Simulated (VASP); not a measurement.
# P (C2/m) in VASP: a series of runs

The runs below take P through single point, with PBEsol.

All numbers are computed with VASP 6.6.1; they aren't measurements. Logs are shortened: lines on timing, memory, paths and dates and some standing lists are left out, and cuts for length are marked.

**1. The cell of the first run**

The structure is monoclinic, space group C2/m (No. 12). Conventional cell: a = 5.983 Å, b = 6.103 Å, c = 4.378 Å, α = 90.00°, β = 91.63°, γ = 90.00°. Within 5.6 Å of P (site symmetry 2/m) lie 6 P at 4.27 to 4.38 Å.

**2. Single point, PBEsol (equal xy, yz and zx shear strains of -2 %)**

INCAR reads:

```
PREC = Accurate
ENCUT = 500
EDIFF = 1E-6
ISMEAR = -1
SIGMA = 0.08
LREAL = F
LASPH = T
NELM = 120
ALGO = Normal
ISIF = 2
LWAVE = F
LCHARG = F
GGA = PS
NBANDS = 8
GGA_COMPAT = F
```

KPOINTS reads:

```
Automatic mesh
0
Gamma
  10 10 9
```

POSCAR reads:

```
P
1.0
    4.2729048574     -0.0427290486     -0.0427290486
   -0.0427290486      4.2729048574     -0.0427290486
   -0.0437800000     -0.0437800000      4.3780000000
P
1
Direct
    0.0000000000      0.0000000000      0.0000000000
```

Potentials or basis: VASP PAW PBE potentials, release 64 (P).

The run is started by

```console
$ cat potpaw_PBE.64/P/POTCAR > POTCAR
$ mpirun -np 1 vasp_std > vasp.out
```

OUTCAR:

```text
PREC = Accurate
   ENCUT = 500
   EDIFF = 1E-6
   ISMEAR = -1
   LREAL = F
   LASPH = T
   NELM = 120
   ISIF = 2
   GGA = PS

 ion  position               nearest neighbor table
   1  0.000  0.000  0.000-

  LATTYP: Found a base centered monoclinic cell.
 ALAT       =     5.9829823527
 B/A-ratio  =     1.0200979445
 C/A-ratio  =     1.2222745907
 COS(beta)  =    -0.8011299659

  Lattice vectors:

 A1 = (  -4.2729048574,   0.0427290486,   0.0427290486)
 A2 = (   0.0427290486,  -4.2729048574,   0.0427290486)
 A3 = (   4.1863958088,   4.1863958088,   4.2925419028)

Analysis of symmetry for initial positions (statically):
=====================================================================
 Subroutine PRICEL returns:
 Original cell was already a primitive cell.

 Routine SETGRP: Setting up the symmetry group for a
 base centered monoclinic supercell.

 Subroutine GETGRP returns: Found  4 space group operations
 (whereof  4 operations were pure point group operations)
 out of a pool of  4 trial point group operations.

The static configuration has the point symmetry C_2h.

Analysis of symmetry for dynamics (positions and initial velocities):
=====================================================================
 Subroutine PRICEL returns:
 Original cell was already a primitive cell.

 Routine SETGRP: Setting up the symmetry group for a
 base centered monoclinic supercell.

 Subroutine GETGRP returns: Found  4 space group operations
 (whereof  4 operations were pure point group operations)
 out of a pool of  4 trial point group operations.

The dynamic configuration has the point symmetry C_2h.

 Subroutine INISYM returns: Found  4 space group operations
 (whereof  4 operations are pure point group operations),
 and found     1 'primitive' translations

----------------------------------------------------------------------------------------

                                     Primitive cell

  volume of cell :      79.9081

  direct lattice vectors                    reciprocal lattice vectors
     4.272904857 -0.042729049 -0.042729049     0.234080115  0.002364446  0.002364446
    -0.042729049  4.272904857 -0.042729049     0.002364446  0.234080115  0.002364446
    -0.043780000 -0.043780000  4.378000000     0.002307686  0.002307686  0.228460955

  length of vectors
     4.273332127  4.273332127  4.378437778     0.234103997  0.234103997  0.228484264

  position of ions in fractional coordinates (direct lattice)
     0.000000000  0.000000000  0.000000000

  ion indices of the primitive-cell ions
   primitive index   ion index
                 1           1

----------------------------------------------------------------------------------------

 KPOINTS: Automatic mesh

Automatic generation of k-mesh.
 Grid dimensions read from file:
 generate k-points for:   10   10    9

 Generating k-lattice:

  Cartesian coordinates                     Fractional coordinates (reciprocal lattice)
     0.023408012  0.000236445  0.000236445     0.100000000 -0.000000000  0.000000000
     0.000236445  0.023408012  0.000236445    -0.000000000  0.100000000  0.000000000
     0.000256410  0.000256410  0.025384551     0.000000000  0.000000000  0.111111111

  Length of vectors
     0.023410400  0.023410400  0.025387140

  Shift w.r.t. Gamma in fractional coordinates (k-lattice)
     0.000000000  0.000000000  0.000000000

 Subroutine IBZKPT returns following result:
 ===========================================

 Found    251 irreducible k-points:

 Following reciprocal coordinates:
            Coordinates               Weight
  0.000000  0.000000  0.000000      1.000000
  0.100000 -0.000000 -0.000000      4.000000
  0.200000 -0.000000 -0.000000      4.000000
  0.300000 -0.000000 -0.000000      4.000000
  0.400000 -0.000000 -0.000000      4.000000
  0.500000 -0.000000 -0.000000      2.000000
[... 16 lines left out ...]
  0.300000  0.300000 -0.000000      2.000000
  0.400000  0.300000 -0.000000      4.000000
 [... further k-points ...]
   k-points           NKPTS =    251   k-points in BZ     NKDIM =    251   number of bands    NBANDS=      8
   number of dos      NEDOS =    301   number of ions     NIONS =      1
   total plane-waves  NPLWV =  32768
   dimension x,y,z NGX =    32 NGY =   32 NGZ =   32
   dimension x,y,z NGXF=    64 NGYF=   64 NGZF=   64
   ions per type =               1
   NGX,Y,Z   is equivalent  to a cutoff of  12.45, 12.45, 12.15 a.u.
   NGXF,Y,Z  is equivalent  to a cutoff of  24.90, 24.90, 24.30 a.u.
 SYSTEM =  unknown system
   PREC   = accura    normal or accurate (medium, high low for compatibility)
   ISTART =      0    job   : 0-new  1-cont  2-samecut
   ICHARG =      2    charge: 1-file 2-atom 10-const
   ISPIN  =      1    spin polarized calculation?
   LNONCOLLINEAR =      F non collinear calculations
   LSORBIT =      F    spin-orbit coupling
   LASPH  =      T    aspherical Exc in radial PAW
   ENCUT  =  500.0 eV  36.75 Ry    6.06 a.u.   7.79  7.79  7.98*2*pi/ulx,y,z
   NELM   =    120;   NELMIN=  2; NELMDL= -5     # of ELM steps
   EDIFF  = 0.1E-05   stopping-criterion for ELM
   LREAL  =      F    real-space projection
   EDIFFG = 0.1E-04   stopping-criterion for IOM
   NSW    =      0    number of steps for IOM
   IBRION =     -1    ionic relax: 0-MD 1-quasi-New 2-CG
   NFREE  =      0    steps in history (QN), initial steepest desc. (CG)
   ISIF   =      2    stress and relaxation
   ISYM   =      2    0-nonsym 1-usesym 2-fastsym
   POTIM  = 0.5000    time-step for ionic-motion
   TEBEG  =    0.0;   TEEND  =   0.0 temperature during run
   PSTRESS=    0.0 pullay stress
   NELECT =       5.0000    total number of electrons
   NUPDOWN=      -1.0000    fix difference up-down
   EMIN   =  10.00;   EMAX   =-10.00  energy-range for DOS
   EFERMI =   0.00;   METHOD = LEGACY
   ISMEAR =    -1;   SIGMA  =   0.08  broadening in eV -4-tet -1-fermi 0-gaus
   EFERMI_NEDOS =   21; number of points for ismear=-14 and -15
   IALGO  =     38    algorithm
   IMIX   =      4    mixing-type and parameters
     AMIX     =   0.40;   BMIX     =  1.00
     AMIX_MAG =   1.60;   BMIX_MAG =  1.00
  volume/ion in A,a.u.               =      79.91       539.25
  Fermi-wavevector in a.u.,A,eV,Ry     =   0.649932  1.228193  5.747256  0.422411
  Thomas-Fermi vector in A             =   1.719047
   LORBIT       =      0    0 simple, 1 ext, 2 COOP (PROOUT), +10 PAW based schemes
   GGA     = PS    functional components
   LHFCALC =     F    Hartree Fock is set to
   AEXX    =    0.0000 exact exchange contribution
   IVDW    =     0    specifies the selected vdW correction
   LEPSILON=     F    determine dielectric tensor
   LRPA    =     F    only Hartree local field effects (RPA)
 non-spin polarized calculation
  energy-cutoff  :      500.00
  volume of cell :       79.91
 maximum number of plane-waves:      2047
   NGX = 15   NGY = 15   NGZ = 15

 number of electron       4.9999999 magnetization

 Free energy of the ion-electron system (eV)
  ---------------------------------------------------
  ext. energy  EPLUGINS =         0.00000000
  ---------------------------------------------------
  free energy    TOTEN  =        -1.20530020 eV

  energy without entropy =       -1.13230902  energy(sigma->0) =       -1.16880461

 E-fermi :  -3.0682     XC(G=0):  -5.0502

 val. band max:       -3.0691305515   @ k =  -0.3000   0.4000   0.4444
 cond. band min:      -3.0628015850   @ k =  -0.2000   0.1000   0.0000
 fundamental gap:      0.0063289665
 Fermi energy:        -3.0682013354

 k-point     1 :       0.0000    0.0000    0.0000
  band No.  band energies     occupation
      1     -11.8027      2.00000
      2      -2.6263      0.00795
      3      -2.5244      0.00223
      4      -2.5062      0.00178
      5       1.5557      0.00000
      6       4.3693      0.00000
      7       4.4505      0.00000
      8       8.9705      0.00000

 k-point     2 :       0.1000   -0.0000   -0.0000
  band No.  band energies     occupation
      1     -11.7870      2.00000
      2      -2.6902      0.01759
      3      -2.6102      0.00651
      4      -2.5017      0.00168
      5       1.7227      0.00000
      6       4.4370      0.00000
      7       4.6003      0.00000
      8       8.3386      0.00000

 k-point     3 :       0.2000   -0.0000   -0.0000
  band No.  band energies     occupation
      1     -11.7453      2.00000
      2      -3.0844      1.10092
      3      -2.5743      0.00416
      4      -2.4666      0.00108
      5       2.1221      0.00000
      6       4.5934      0.00000
      7       4.9587      0.00000
      8       7.5729      0.00000

 k-point     4 :       0.3000   -0.0000   -0.0000
  band No.  band energies     occupation
      1     -11.6921      2.00000
      2      -3.4997      1.99095
      3      -2.5274      0.00231
      4      -2.4218      0.00062
      5       2.6169      0.00000
      6       4.8100      0.00000
      7       5.0923      0.00000
      8       6.9648      0.00000

 k-point     5 :       0.4000   -0.0000   -0.0000
  band No.  band energies     occupation
      1     -11.6476      2.00000
      2      -3.7970      1.99978
      3      -2.4883      0.00142
      4      -2.3846      0.00039
      5       3.1301      0.00000
      6       4.7712      0.00000
      7       5.0187      0.00000
      8       6.5734      0.00000
[... 177 lines left out ...]
 k-point    22 :      -0.2000    0.2000    0.0000
  band No.  band energies     occupation
      1     -11.6899      2.00000
      2      -3.0573      0.93194
      3      -2.9506      0.37371
      4      -2.5248      0.00224
      5       2.6149      0.00000
      6       4.8167      0.00000
      7       5.4046      0.00000
      8       6.5315      0.00000

 k-point    23 :       0.3000    0.3000   -0.0000
  band No.  band energies     occupation
      1     -11.5861      2.00000
      2      -3.3784      1.95942
      3      -3.2937      1.88736
      4      -2.4351      0.00073
      5       3.3331      0.00000
      6       4.4921      0.00000
      7       6.0694      0.00000
      8       6.5365      0.00000

 k-point    24 :       0.4000    0.3000   -0.0000
  band No.  band energies     occupation
      1     -11.5441      2.00000
      2      -3.6173      1.99791
      3      -3.2640      1.84069
      4      -2.3992      0.00047
      5       3.3681      0.00000
      6       4.4386      0.00000
      7       6.2388      0.00000
      8       6.6078      0.00000

 [... further k-points ...]

------------------------ aborting loop because EDIFF is reached ----------------------------------------

  FORCE on cell =-STRESS in cart. coord.  units (eV):
  Direction    XX          YY          ZZ          XY          YZ          ZX
  --------------------------------------------------------------------------------------
  -------------------------------------------------------------------------------------
  Total       -1.9670545     -1.9670545     -1.7328096      0.0392784      0.0366934      0.0366934
  in kB      -39.4399128    -39.4399128    -34.7432478      0.7875415      0.7357121      0.7357120
  external PRESSURE =     -37.8743578 kB  Pullay stress =       0.0000000 kB

 VOLUME and BASIS-vectors are now :
 -----------------------------------------------------------------------------
  energy-cutoff  :      500.00
  volume of cell :       79.91
      direct lattice vectors                 reciprocal lattice vectors
     4.272904857 -0.042729049 -0.042729049     0.234080115  0.002364446  0.002364446
    -0.042729049  4.272904857 -0.042729049     0.002364446  0.234080115  0.002364446
    -0.043780000 -0.043780000  4.378000000     0.002307686  0.002307686  0.228460955

 POSITION                                       TOTAL-FORCE (eV/Angst)
 -----------------------------------------------------------------------------------
      0.00000      0.00000      0.00000         0.000000     -0.000000      0.000000
 -----------------------------------------------------------------------------------
    total drift:                               -0.000000      0.000000      0.000000

  FREE ENERGIE OF THE ION-ELECTRON SYSTEM (eV)
  ---------------------------------------------------
  free  energy   TOTEN  =        -1.2053001964 eV

  energy  without entropy=       -1.1323090158  energy(sigma->0) =       -1.16880461
```

Run time: 54 s. Hardware: 1 thread of Intel Xeon Platinum 8259CL at 2.50GHz (Skylake/Cascade Lake), shared host; peak memory 0.26 GiB.

Results:

| Item | Value |
| --- | --- |
| Free energy | -1.2053 eV |
| Pressure | -3.8 GPa |
| Band gap on the k mesh | zero (an odd number of electrons rules out a gap without spin polarisation) |

Levels at points of the mesh, in eV from the Fermi level:
| k point | band 1 | band 2 | band 3 | band 4 | band 5 |
| --- | --- | --- | --- | --- | --- |
| (0.00, 0.00, 0.00) | -8.73 | 0.44 | 0.54 | 0.56 | 4.62 |
| (0.50, 0.00, 0.00) | -8.56 | -0.84 | 0.60 | 0.70 | 6.50 |
| (0.50, 0.50, 0.00) | -8.40 | -0.56 | -0.52 | 0.73 | 5.86 |

Caveat: the cell differs from its parent crystal (equal xy, yz and zx shear strains of -2 %); the cell stands under tension; the atoms stand far beyond bonding distance, and open shells without spin polarisation read as a metal; the PAW data sets were made with another functional, which shifts forces and pressure a little.

**3. Single point, PBEsol (equal xy, yz and zx shear strains of -1 %)**

INCAR reads:

```
SYSTEM = P
ALGO = Normal
EDIFF = 1E-6
ENCUT = 500
GGA = PS
GGA_COMPAT = .FALSE.
ISIF = 2
ISMEAR = -1
LASPH = .TRUE.
LCHARG = .FALSE.
LREAL = .FALSE.
LWAVE = .FALSE.
NBANDS = 8
NELM = 120
PREC = Accurate
SIGMA = 0.08
```

KPOINTS reads:

```
k-points
0
G
  10 10 9
  0 0 0
```

POSCAR reads:

```
P
1.0
    4.2729048574     -0.0213645243     -0.0213645243
   -0.0213645243      4.2729048574     -0.0213645243
   -0.0218900000     -0.0218900000      4.3780000000
P
1
Direct
    0.0000000000      0.0000000000      0.0000000000
```

Potentials or basis: VASP PAW PBE potentials, release 64 (P).

The run is started by

```console
$ cat potpaw_PBE.64/P/POTCAR > POTCAR
$ mpirun -np 1 vasp_std > vasp.out
```

OUTCAR:

```text
SYSTEM = P
   EDIFF = 1E-6
   ENCUT = 500
   GGA = PS
   ISIF = 2
   ISMEAR = -1
   LASPH = .TRUE.
   LREAL = .FALSE.
   NELM = 120
   PREC = Accurate

 ion  position               nearest neighbor table
   1  0.000  0.000  0.000-

  LATTYP: Found a base centered monoclinic cell.
 ALAT       =     6.0127378273
 B/A-ratio  =     1.0100247466
 C/A-ratio  =     1.2286337705
 COS(beta)  =    -0.8055103382

  Lattice vectors:

 A1 = (  -4.2729048574,   0.0213645243,   0.0213645243)
 A2 = (   0.0213645243,  -4.2729048574,   0.0213645243)
 A3 = (   4.2296503331,   4.2296503331,   4.3352709514)

Analysis of symmetry for initial positions (statically):
=====================================================================
 Subroutine PRICEL returns:
 Original cell was already a primitive cell.

 Routine SETGRP: Setting up the symmetry group for a
 base centered monoclinic supercell.

 Subroutine GETGRP returns: Found  4 space group operations
 (whereof  4 operations were pure point group operations)
 out of a pool of  4 trial point group operations.

The static configuration has the point symmetry C_2h.

Analysis of symmetry for dynamics (positions and initial velocities):
=====================================================================
 Subroutine PRICEL returns:
 Original cell was already a primitive cell.

 Routine SETGRP: Setting up the symmetry group for a
 base centered monoclinic supercell.

 Subroutine GETGRP returns: Found  4 space group operations
 (whereof  4 operations were pure point group operations)
 out of a pool of  4 trial point group operations.

[... 110 lines left out ...]
   NUPDOWN=      -1.0000    fix difference up-down
   EMIN   =  10.00;   EMAX   =-10.00  energy-range for DOS
   EFERMI =   0.00;   METHOD = LEGACY
   ISMEAR =    -1;   SIGMA  =   0.08  broadening in eV -4-tet -1-fermi 0-gaus
   EFERMI_NEDOS =   21; number of points for ismear=-14 and -15
   IALGO  =     38    algorithm
   IMIX   =      4    mixing-type and parameters
     AMIX     =   0.40;   BMIX     =  1.00
     AMIX_MAG =   1.60;   BMIX_MAG =  1.00
  volume/ion in A,a.u.               =      79.93       539.37
  Fermi-wavevector in a.u.,A,eV,Ry     =   0.649883  1.228100  5.746387  0.422348
  Thomas-Fermi vector in A             =   1.718982
   LORBIT       =      0    0 simple, 1 ext, 2 COOP (PROOUT), +10 PAW based schemes
   GGA     = PS    functional components
   LHFCALC =     F    Hartree Fock is set to
   AEXX    =    0.0000 exact exchange contribution
   IVDW    =     0    specifies the selected vdW correction
   LEPSILON=     F    determine dielectric tensor
   LRPA    =     F    only Hartree local field effects (RPA)
 non-spin polarized calculation
  energy-cutoff  :      500.00
  volume of cell :       79.93
 maximum number of plane-waves:      2045
   NGX = 15   NGY = 15   NGZ = 15

 number of electron       4.9999999 magnetization

 Free energy of the ion-electron system (eV)
  ---------------------------------------------------
  ext. energy  EPLUGINS =         0.00000000
  ---------------------------------------------------
  free energy    TOTEN  =        -1.20572474 eV

  energy without entropy =       -1.13282850  energy(sigma->0) =       -1.16927662

 E-fermi :  -3.0690     XC(G=0):  -5.0490

 val. band max:       -3.0701642261   @ k =   0.2000   0.1000   0.0000
 cond. band min:      -3.0656969692   @ k =  -0.2000   0.1000   0.0000
 fundamental gap:      0.0044672569
 Fermi energy:        -3.0690382747

 k-point     1 :       0.0000    0.0000    0.0000
  band No.  band energies     occupation
      1     -11.8034      2.00000
      2      -2.6258      0.00782
      3      -2.5216      0.00213
      4      -2.5120      0.00189
      5       1.5555      0.00000
      6       4.3663      0.00000
      7       4.4474      0.00000
      8       8.9701      0.00000
[... 243 lines left out ...]
 k-point    24 :       0.4000    0.3000    0.0000
  band No.  band energies     occupation
      1     -11.5450      2.00000
      2      -3.6173      1.99789
      3      -3.2624      1.83631
      4      -2.3994      0.00046
      5       3.3553      0.00000
      6       4.4357      0.00000
      7       6.2635      0.00000
      8       6.5882      0.00000

 [... further k-points ...]

------------------------ aborting loop because EDIFF is reached ----------------------------------------

  FORCE on cell =-STRESS in cart. coord.  units (eV):
  Direction    XX          YY          ZZ          XY          YZ          ZX
  --------------------------------------------------------------------------------------
  -------------------------------------------------------------------------------------
  Total       -1.9676755     -1.9676755     -1.7333908      0.0197169      0.0184255      0.0184255
  in kB      -39.4434170    -39.4434170    -34.7470197      0.3952382      0.3693525      0.3693524
  external PRESSURE =     -37.8779512 kB  Pullay stress =       0.0000000 kB

 VOLUME and BASIS-vectors are now :
 -----------------------------------------------------------------------------
  energy-cutoff  :      500.00
  volume of cell :       79.93
      direct lattice vectors                 reciprocal lattice vectors
     4.272904857 -0.021364524 -0.021364524     0.234044587  0.001176103  0.001176103
    -0.021364524  4.272904857 -0.021364524     0.001176103  0.234044587  0.001176103
    -0.021890000 -0.021890000  4.378000000     0.001147871  0.001147871  0.228426280

 POSITION                                       TOTAL-FORCE (eV/Angst)
 -----------------------------------------------------------------------------------
      0.00000      0.00000      0.00000         0.000000     -0.000000      0.000000
 -----------------------------------------------------------------------------------
    total drift:                               -0.000000     -0.000000      0.000000

  FREE ENERGIE OF THE ION-ELECTRON SYSTEM (eV)
  ---------------------------------------------------
  free  energy   TOTEN  =        -1.2057247357 eV

  energy  without entropy=       -1.1328284982  energy(sigma->0) =       -1.16927662
```

It took 53 s on 1 thread of Intel Xeon Platinum 8259CL at 2.50GHz (Skylake/Cascade Lake), shared host; peak memory 0.26 GiB.

What came out:

```yaml
Free_energy: -1.2057 eV
Pressure: -3.8 GPa
Band_gap_on_the_k_mesh: zero (an odd number of electrons rules out a gap without spin polarisation)
```

Stress tensor (GPa, compression positive):
```
-3.94  0.04  0.04
 0.04 -3.94  0.04
 0.04  0.04 -3.47
```

Caveat: the cell differs from its parent crystal (equal xy, yz and zx shear strains of -1 %); the cell stands under tension; the atoms stand far beyond bonding distance, and open shells without spin polarisation read as a metal; the PAW data sets were made with another functional, which shifts forces and pressure a little.

(Part 1 of 2 ends here.)
